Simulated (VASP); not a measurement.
# SnO (P4/nmm) in VASP: a series of runs

The runs below take SnO through single point, with r2SCAN.

Everything below comes from runs of VASP 6.6.1. Logs are shortened: lines on timing, memory, paths and dates and some standing lists are left out, and cuts for length are marked.

## (1) The cell of the first run

It takes space group P4/nmm (No. 129, tetragonal). The conventional cell has a = 3.683 Å, b = 3.683 Å, c = 5.153 Å, α = 90.00°, β = 90.00°, γ = 90.00°. Sn (site symmetry 4mm) has 4 O at 2.21 Å within 2.9 Å. Within 2.9 Å of O (site symmetry -4m2) lie 4 Sn at 2.21 Å and 4 O at 2.60 Å.

## (2) Single point, r2SCAN

Contents of POSCAR:

```
SnO
1.0
    3.6831088220      0.0000000000      0.0000000000
    0.0000000000      3.6831088220      0.0000000000
    0.0000000000      0.0000000000      5.1532524170
Sn O
2 2
Direct
    0.0000000000      0.5000000000      0.2385000000
    0.5000000000      0.0000000000      0.7615000000
    0.0000000000      0.0000000000      0.0000000000
    0.5000000000      0.5000000000      0.0000000000
```

Contents of INCAR.step1:

```
  PREC = Accurate
  ENCUT = 520
  ISMEAR = 0
  SIGMA = 0.03
  LREAL = False
  LASPH = True
  NELM = 60
  NBANDS = 28
  GGA = PE
  ALGO = Normal
  EDIFF = 1E-4
  LWAVE = True
  LCHARG = False
```

Contents of INCAR.step2:

```
  PREC = Accurate
  ENCUT = 520
  EDIFF = 1E-6
  ISMEAR = 0
  SIGMA = 0.03
  LREAL = False
  LASPH = True
  NELM = 60
  ALGO = Normal
  ISIF = 2
  LWAVE = False
  LCHARG = False
  METAGGA = R2SCAN
  LMIXTAU = True
  NBANDS = 28
  ISTART = 1
```

Contents of KPOINTS:

```
regular mesh
0
Gamma
  10 10 8
```

Potentials or basis: VASP PAW PBE potentials, release 64 (Sn_d, O).

On the command line:

```console
cat potpaw_PBE.64/Sn_d/POTCAR potpaw_PBE.64/O/POTCAR > POTCAR
cp INCAR.step1 INCAR
mpirun -np 1 vasp_std > vasp.out
cp INCAR.step2 INCAR
mpirun -np 1 vasp_std > vasp.out
```

OUTCAR:

```text
PREC = Accurate
   ENCUT = 520
   EDIFF = 1E-6
   ISMEAR = 0
   LREAL = False
   LASPH = True
   NELM = 60
   ISIF = 2
   METAGGA = R2SCAN
   ISTART = 1

 ion  position               nearest neighbor table
   1  0.000  0.500  0.239-   3 2.21   4 2.21   3 2.21   4 2.21   2 3.58   2 3.58   2 3.58   2 3.58
                             2 3.75   2 3.75   2 3.75   2 3.75
   2  0.500  0.000  0.761-   3 2.21   4 2.21   4 2.21   3 2.21   1 3.58   1 3.58   1 3.58   1 3.58
                             1 3.75   1 3.75   1 3.75   1 3.75
   3  0.000  0.000  0.000-   1 2.21   2 2.21   1 2.21   2 2.21
   4  0.500  0.500  0.000-   1 2.21   2 2.21   2 2.21   1 2.21

  LATTYP: Found a simple tetragonal cell.
 ALAT       =     3.6831088220
 C/A-ratio  =     1.3991583377

  Lattice vectors:

 A1 = (   3.6831088220,   0.0000000000,   0.0000000000)
 A2 = (   0.0000000000,   3.6831088220,   0.0000000000)
 A3 = (   0.0000000000,   0.0000000000,   5.1532524170)

Analysis of symmetry for initial positions (statically):
=====================================================================
 Subroutine PRICEL returns:
 Original cell was already a primitive cell.

 Routine SETGRP: Setting up the symmetry group for a
 simple tetragonal supercell.

 Subroutine GETGRP returns: Found 16 space group operations
 (whereof  8 operations were pure point group operations)
 out of a pool of 16 trial point group operations.

The static configuration has the point symmetry D_2d.
 The point group associated with its full space group is D_4h.

Analysis of symmetry for dynamics (positions and initial velocities):
=====================================================================
 Subroutine PRICEL returns:
 Original cell was already a primitive cell.

 Routine SETGRP: Setting up the symmetry group for a
 simple tetragonal supercell.

 Subroutine GETGRP returns: Found 16 space group operations
 (whereof  8 operations were pure point group operations)
 out of a pool of 16 trial point group operations.

The dynamic configuration has the point symmetry D_2d.
 The point group associated with its full space group is D_4h.

 Subroutine INISYM returns: Found 16 space group operations
 (whereof  8 operations are pure point group operations),
 and found     1 'primitive' translations

[... 93 lines left out ...]
   LNONCOLLINEAR =      F non collinear calculations
   LSORBIT =      F    spin-orbit coupling
   LASPH  =      T    aspherical Exc in radial PAW
   ENCUT  =  520.0 eV  38.22 Ry    6.18 a.u.   6.85  6.85  9.58*2*pi/ulx,y,z
   NELM   =     60;   NELMIN=  2; NELMDL=  0     # of ELM steps
   EDIFF  = 0.1E-05   stopping-criterion for ELM
   LREAL  =      F    real-space projection
   EDIFFG = 0.1E-04   stopping-criterion for IOM
   NSW    =      0    number of steps for IOM
   IBRION =     -1    ionic relax: 0-MD 1-quasi-New 2-CG
   NFREE  =      0    steps in history (QN), initial steepest desc. (CG)
   ISIF   =      2    stress and relaxation
   ISYM   =      2    0-nonsym 1-usesym 2-fastsym
   POTIM  = 0.5000    time-step for ionic-motion
   TEBEG  =    0.0;   TEEND  =   0.0 temperature during run
   PSTRESS=    0.0 pullay stress
   NELECT =      40.0000    total number of electrons
   NUPDOWN=      -1.0000    fix difference up-down
   EMIN   =  10.00;   EMAX   =-10.00  energy-range for DOS
   EFERMI =   0.00;   METHOD = LEGACY
   ISMEAR =     0;   SIGMA  =   0.03  broadening in eV -4-tet -1-fermi 0-gaus
   EFERMI_NEDOS =   21; number of points for ismear=-14 and -15
   IALGO  =     38    algorithm
   IMIX   =      4    mixing-type and parameters
     AMIX     =   0.40;   BMIX     =  1.00
     AMIX_MAG =   1.60;   BMIX_MAG =  1.00
  volume/ion in A,a.u.               =      17.48       117.94
  Fermi-wavevector in a.u.,A,eV,Ry     =   1.359121  2.568365 25.132801  1.847209
  Thomas-Fermi vector in A             =   2.485896
   LORBIT       =      0    0 simple, 1 ext, 2 COOP (PROOUT), +10 PAW based schemes
   METAGGA = R2SCAN    functional components
   LHFCALC =     F    Hartree Fock is set to
   AEXX    =    0.0000 exact exchange contribution
   IVDW    =     0    specifies the selected vdW correction
   LEPSILON=     F    determine dielectric tensor
   LRPA    =     F    only Hartree local field effects (RPA)
 non-spin polarized calculation
 Gauss-broadening in eV      SIGMA  =   0.03
  energy-cutoff  :      520.00
  volume of cell :       69.91
 maximum number of plane-waves:      1920
 NGX is ok and might be reduce to    28
   NGX = 13   NGY = 13   NGZ = 19

 number of electron      39.9999985 magnetization

 Free energy of the ion-electron system (eV)
  ---------------------------------------------------
  ext. energy  EPLUGINS =         0.00000000
  ---------------------------------------------------
  free energy    TOTEN  =       -66.77587372 eV

  energy without entropy =      -66.77580611  energy(sigma->0) =      -66.77583991

 E-fermi :   7.3897     XC(G=0): -10.9364

 val. band max:        7.3754004344   @ k =   0.1000   0.0000   0.0000
 cond. band min:       7.4571950908   @ k =   0.0000   0.0000   0.0000
 fundamental gap:      0.0817946563
 Fermi energy:         7.3896998890

 k-point     1 :       0.0000    0.0000    0.0000
  band No.  band energies     occupation
      1     -15.7286      2.00000
      2     -15.2402      2.00000
      3     -15.1707      2.00000
      4     -15.1707      2.00000
      5     -15.1406      2.00000
      6     -15.1005      2.00000
[... 733 lines left out ...]
     27      14.9237      0.00000
     28      17.7883      0.00000

 [... further k-points ...]

------------------------ aborting loop because EDIFF is reached ----------------------------------------

  FORCE on cell =-STRESS in cart. coord.  units (eV):
  Direction    XX          YY          ZZ          XY          YZ          ZX
  --------------------------------------------------------------------------------------
  -------------------------------------------------------------------------------------
  Total        2.2355468      2.2355468     -1.7052159      0.0000000      0.0000000      0.0000000
  in kB       51.2370164     51.2370164    -39.0822385      0.0000000      0.0000000      0.0000000
  external PRESSURE =      21.1305981 kB  Pullay stress =       0.0000000 kB

 VOLUME and BASIS-vectors are now :
 -----------------------------------------------------------------------------
  energy-cutoff  :      520.00
  volume of cell :       69.91
      direct lattice vectors                 reciprocal lattice vectors
     3.683108822  0.000000000  0.000000000     0.271509762  0.000000000  0.000000000
     0.000000000  3.683108822  0.000000000     0.000000000  0.271509762  0.000000000
     0.000000000  0.000000000  5.153252417     0.000000000  0.000000000  0.194052206

 POSITION                                       TOTAL-FORCE (eV/Angst)
 -----------------------------------------------------------------------------------
      0.00000      1.84155      1.22905         0.000000      0.000000     -0.708987
      1.84155      0.00000      3.92420        -0.000000      0.000000      0.708987
      0.00000      0.00000      0.00000        -0.000000      0.000000      0.000000
      1.84155      1.84155      0.00000         0.000000     -0.000000      0.000000
 -----------------------------------------------------------------------------------
    total drift:                                0.000000      0.000000      0.000000

  FREE ENERGIE OF THE ION-ELECTRON SYSTEM (eV)
  ---------------------------------------------------
  free  energy   TOTEN  =       -66.7758737164 eV

  energy  without entropy=      -66.7758061066  energy(sigma->0) =      -66.77583991
```

OUTCAR.step1:

```text
PREC = Accurate
   ENCUT = 520
   ISMEAR = 0
   LREAL = False
   LASPH = True
[... 977 lines left out ...]
      0.00000      1.84155      1.22905         0.000000     -0.000000     -0.143398
      1.84155      0.00000      3.92420        -0.000000     -0.000000      0.143398
      0.00000      0.00000      0.00000         0.000000     -0.000000      0.000000
      1.84155      1.84155      0.00000         0.000000      0.000000      0.000000
 -----------------------------------------------------------------------------------
    total drift:                                0.000000      0.000000      0.000000

  FREE ENERGIE OF THE ION-ELECTRON SYSTEM (eV)
  ---------------------------------------------------
  free  energy   TOTEN  =       -22.5313961050 eV

  energy  without entropy=      -22.5312310896  energy(sigma->0) =      -22.53131360
```

Wall time 7.1 min (1 thread of Oxide Virtual Turin-like, shared host); peak memory 0.26 GiB.

What came out:

```
Free energy            : -66.7759 eV
Pressure               : 2.1 GPa
Largest force          : 0.709 eV/Å
Band gap on the k mesh : zero (bands 20 and 21 overlap by 0.15 eV)
```

Forces in eV/Å, atoms in the order of the input:
```
Sn   0.000  0.000 -0.709
Sn   0.000  0.000  0.709
O    0.000  0.000  0.000
O    0.000  0.000  0.000
```

Levels at points of the mesh, in eV from the Fermi level:
```tsv
k point	band 17	band 18	band 19	band 20	band 21	band 22	band 23	band 24
(0.00, 0.00, 0.00)	-4.06	-3.33	-3.33	0.07	2.65	4.32	4.90	4.90
(0.50, 0.00, 0.00)	-5.18	-5.18	-3.36	-3.36	2.92	2.92	6.30	6.30
(0.50, 0.50, 0.00)	-2.67	-2.67	-2.45	-2.45	-0.08	-0.08	4.18	4.18
(0.00, 0.00, 0.50)	-3.62	-3.35	-3.35	-3.30	2.62	3.23	3.23	4.39
(0.50, 0.00, 0.50)	-5.16	-5.16	-2.39	-2.39	2.16	2.16	5.90	5.90
(0.50, 0.50, 0.50)	-3.03	-3.03	-2.67	-2.67	2.05	2.05	3.63	3.63
```

Caveat: the stress differs along the axes, from -4 to 5 GPa; semilocal functionals underestimate gaps, and a narrow one can read as zero; the PAW data sets were made with another functional, which shifts forces and pressure a little; spin-orbit coupling is left out, which moves the levels of the heavy elements.

(Part 1 of 2 ends here.)

The gap in the log of VASP goes by the Fermi energy; the results here count the filled bands.